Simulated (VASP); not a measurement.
# Nb (Fd-3m) in VASP: notebook, part 2 of 2

VASP 6.6.1. Earlier steps stand in the parts before.

## Step 3: Single point, PBE

The input, INCAR:

```
SYSTEM = Nb
  ALGO = Normal
  EDIFF = 1E-6
  ENCUT = 520
  GGA = PE
  ISIF = 2
  ISMEAR = -1
  LASPH = .TRUE.
  LCHARG = .FALSE.
  LREAL = .FALSE.
  LWAVE = .FALSE.
  NBANDS = 20
  NELM = 100
  PREC = Accurate
  SIGMA = 0.06122561905347299
```

The input, KPOINTS:

```
k-points
0
G
  11 11 11
  0 0 0
```

The input, POSCAR:

```
Nb
1.0
    0.0000000000      2.9158284713      2.9158284713
    2.9158284713      0.0000000000      2.9158284713
    2.9158284713      2.9158284713      0.0000000000
Nb
2
Direct
    0.0000000000      0.0000000000      0.0000000000
    0.2500000000      0.2500000000      0.2500000000
```

Potentials or basis: VASP PAW PBE potentials, release 64 (Nb_sv).

Command:

```
$ cat potpaw_PBE.64/Nb_sv/POTCAR > POTCAR
$ mpirun -np 1 vasp_std > vasp.out
```

OUTCAR:

```text
SYSTEM = Nb
   EDIFF = 1E-6
   ENCUT = 520
   GGA = PE
   ISIF = 2
   ISMEAR = -1
   LASPH = .TRUE.
   LREAL = .FALSE.
   NELM = 100
   PREC = Accurate

 ion  position               nearest neighbor table
   1  0.000  0.000  0.000-   2 2.53   2 2.53   2 2.53   2 2.53
   2  0.250  0.250  0.250-   1 2.53   1 2.53   1 2.53   1 2.53

  LATTYP: Found a face centered cubic cell.
 ALAT       =     5.8316569426

  Lattice vectors:

 A1 = (   0.0000000000,   2.9158284713,   2.9158284713)
 A2 = (   2.9158284713,   0.0000000000,   2.9158284713)
 A3 = (   2.9158284713,   2.9158284713,   0.0000000000)

Analysis of symmetry for initial positions (statically):
=====================================================================
 Subroutine PRICEL returns:
 Original cell was already a primitive cell.

 Routine SETGRP: Setting up the symmetry group for a
 face centered cubic supercell.

 Subroutine GETGRP returns: Found 48 space group operations
 (whereof 24 operations were pure point group operations)
 out of a pool of 48 trial point group operations.

The static configuration has the point symmetry T_d .
 The point group associated with its full space group is O_h .

Analysis of symmetry for dynamics (positions and initial velocities):
=====================================================================
 Subroutine PRICEL returns:
 Original cell was already a primitive cell.

 Routine SETGRP: Setting up the symmetry group for a
 face centered cubic supercell.

 Subroutine GETGRP returns: Found 48 space group operations
 (whereof 24 operations were pure point group operations)
 out of a pool of 48 trial point group operations.

The dynamic configuration has the point symmetry T_d .
 The point group associated with its full space group is O_h .

 Subroutine INISYM returns: Found 48 space group operations
 (whereof 24 operations are pure point group operations),
 and found     1 'primitive' translations

[... 106 lines left out ...]
   NUPDOWN=      -1.0000    fix difference up-down
   EMIN   =  10.00;   EMAX   =-10.00  energy-range for DOS
   EFERMI =   0.00;   METHOD = LEGACY
   ISMEAR =    -1;   SIGMA  =   0.06  broadening in eV -4-tet -1-fermi 0-gaus
   EFERMI_NEDOS =   21; number of points for ismear=-14 and -15
   IALGO  =     38    algorithm
   IMIX   =      4    mixing-type and parameters
     AMIX     =   0.40;   BMIX     =  1.00
     AMIX_MAG =   1.60;   BMIX_MAG =  1.00
  volume/ion in A,a.u.               =      24.79       167.29
  Fermi-wavevector in a.u.,A,eV,Ry     =   1.320162  2.494745 23.712619  1.742828
  Thomas-Fermi vector in A             =   2.450008
   LORBIT       =      0    0 simple, 1 ext, 2 COOP (PROOUT), +10 PAW based schemes
   GGA     = PE    functional components
[... 5 lines left out ...]
 non-spin polarized calculation
  energy-cutoff  :      520.00
  volume of cell :       49.58
 maximum number of plane-waves:      1363
   NGX = 15   NGY = 15   NGZ = 15

 number of electron      26.0000002 magnetization

 Free energy of the ion-electron system (eV)
  ---------------------------------------------------
  ext. energy  EPLUGINS =         0.00000000
  ---------------------------------------------------
  free energy    TOTEN  =       -15.35606780 eV

  energy without entropy =      -15.31523776  energy(sigma->0) =      -15.33565278

 E-fermi :   7.1350     XC(G=0): -10.5043

 val. band max:        7.1244129251   @ k =  -0.4545   0.1818   0.0909
 cond. band min:       7.1476611607   @ k =   0.3636   0.3636   0.0000
 fundamental gap:      0.0232482356
 Fermi energy:         7.1350112929

 k-point     1 :       0.0000    0.0000    0.0000
  band No.  band energies     occupation
      1     -47.3961      2.00000
      2     -46.6169      2.00000
      3     -23.8177      2.00000
      4     -23.8177      2.00000
      5     -23.8177      2.00000
      6     -22.5878      2.00000
[... 541 lines left out ...]
     19      12.8017      0.00000
     20      16.1911      0.00000

 [... further k-points ...]

------------------------ aborting loop because EDIFF is reached ----------------------------------------

  FORCE on cell =-STRESS in cart. coord.  units (eV):
  Direction    XX          YY          ZZ          XY          YZ          ZX
  --------------------------------------------------------------------------------------
  -------------------------------------------------------------------------------------
  Total        0.8804587      0.8804587      0.8804587      0.0000000     -0.0000000      0.0000000
  in kB       28.4514021     28.4514021     28.4514021      0.0000000     -0.0000000      0.0000000
  external PRESSURE =      28.4514021 kB  Pullay stress =       0.0000000 kB

 VOLUME and BASIS-vectors are now :
 -----------------------------------------------------------------------------
  energy-cutoff  :      520.00
  volume of cell :       49.58
      direct lattice vectors                 reciprocal lattice vectors
     0.000000000  2.915828471  2.915828471    -0.171477851  0.171477851  0.171477851
     2.915828471  0.000000000  2.915828471     0.171477851 -0.171477851  0.171477851
     2.915828471  2.915828471  0.000000000     0.171477851  0.171477851 -0.171477851

 POSITION                                       TOTAL-FORCE (eV/Angst)
 -----------------------------------------------------------------------------------
      0.00000      0.00000      0.00000         0.000000     -0.000000      0.000000
      1.45791      1.45791      1.45791        -0.000000      0.000000     -0.000000
 -----------------------------------------------------------------------------------
    total drift:                               -0.000000      0.000000      0.000000

  FREE ENERGIE OF THE ION-ELECTRON SYSTEM (eV)
  ---------------------------------------------------
  free  energy   TOTEN  =       -15.3560678034 eV

  energy  without entropy=      -15.3152377605  energy(sigma->0) =      -15.33565278
```

OSZICAR:

```text
N       E                     dE             d eps       ncg     rms          rms(c)
DAV:   1     0.297316416133E+03    0.29732E+03   -0.14531E+04  2240   0.131E+03
DAV:   2     0.483347638608E+01   -0.29248E+03   -0.28434E+03  2736   0.507E+02
DAV:   3    -0.146220279847E+02   -0.19456E+02   -0.18522E+02  4260   0.993E+01
DAV:   4    -0.153787963642E+02   -0.75677E+00   -0.74609E+00  2988   0.167E+01
DAV:   5    -0.154316589534E+02   -0.52863E-01   -0.52717E-01  3884   0.423E+00    0.812E+00
DAV:   6    -0.153249023042E+02    0.10676E+00   -0.44273E-01  3512   0.617E+00    0.359E+00
DAV:   7    -0.153458381623E+02   -0.20936E-01   -0.11982E-01  3972   0.343E+00    0.119E+00
DAV:   8    -0.153561342444E+02   -0.10296E-01   -0.32452E-02  3696   0.157E+00    0.213E-01
DAV:   9    -0.153559437616E+02    0.19048E-03   -0.25461E-03  3552   0.347E-01    0.171E-01
DAV:  10    -0.153560701696E+02   -0.12641E-03   -0.41049E-04  2848   0.231E-01    0.171E-02
DAV:  11    -0.153560685598E+02    0.16098E-05   -0.17617E-05  3356   0.296E-02    0.456E-03
DAV:  12    -0.153560678034E+02    0.75636E-06   -0.14483E-06  1828   0.156E-02
   1 F= -.15356068E+02 E0= -.15335653E+02  d E =-.408300E-01
```

It took 75 s on 1 thread of AMD EPYC 7R43 (Zen 3), shared host; peak memory 0.15 GiB.

What came out:

- Free energy: -15.3561 eV
- Pressure: 2.8 GPa
- Band gap on the k mesh: zero (band 13 reaches 7.58 eV, above the bottom of band 14 at 6.38 eV)

Levels at points of the mesh, in eV from the Fermi level:
| k point | band 11 | band 12 | band 13 | band 14 | band 15 | band 16 |
| --- | --- | --- | --- | --- | --- | --- |
| (0.00, 0.00, 0.00) | -1.57 | -0.56 | -0.56 | -0.56 | 1.97 | 1.97 |

## Step 4: Single point, PBE

This run uses another cell than the first one, of 25.31 Å³/atom, 1.021 times its volume.

The input, INCAR:

```
ALGO = Normal
EDIFF = 1E-6
ENCUT = 520
GGA = PE
ISIF = 2
ISMEAR = -1
LASPH = True
LCHARG = False
LREAL = False
LWAVE = False
NBANDS = 20
NELM = 60
PREC = Accurate
SIGMA = 0.06122561905347299
```

The input, KPOINTS:

```
k-points
0
Gamma
  11 11 11
```

The input, POSCAR:

```
Nb
1.0
    0.0000000000      2.9359382687      2.9359382687
    2.9359382687      0.0000000000      2.9359382687
    2.9359382687      2.9359382687      0.0000000000
Nb
2
Direct
    0.0000000000      0.0000000000      0.0000000000
    0.2500000000      0.2500000000      0.2500000000
```

Command:

```
$ cat potpaw_PBE.64/Nb_sv/POTCAR > POTCAR
$ mpirun -np 1 vasp_std > vasp.out
```

It took 87 s on 1 thread of AMD EPYC 7R43 (Zen 3), shared host; peak memory 0.15 GiB.

It converged, with:

```
Free energy            : -15.3700 eV
Pressure               : 1.3 GPa
Band gap on the k mesh : zero (band 13 reaches 7.30 eV, above the bottom of band 14 at 6.19 eV)
```

Levels at points of the mesh, in eV from the Fermi level:
| k point | band 10 | band 11 | band 12 | band 13 | band 14 | band 15 | band 16 | band 17 |
| --- | --- | --- | --- | --- | --- | --- | --- | --- |
| (0.00, 0.00, 0.00) | -1.50 | -1.50 | -0.55 | -0.55 | -0.55 | 1.93 | 1.93 | 1.93 |
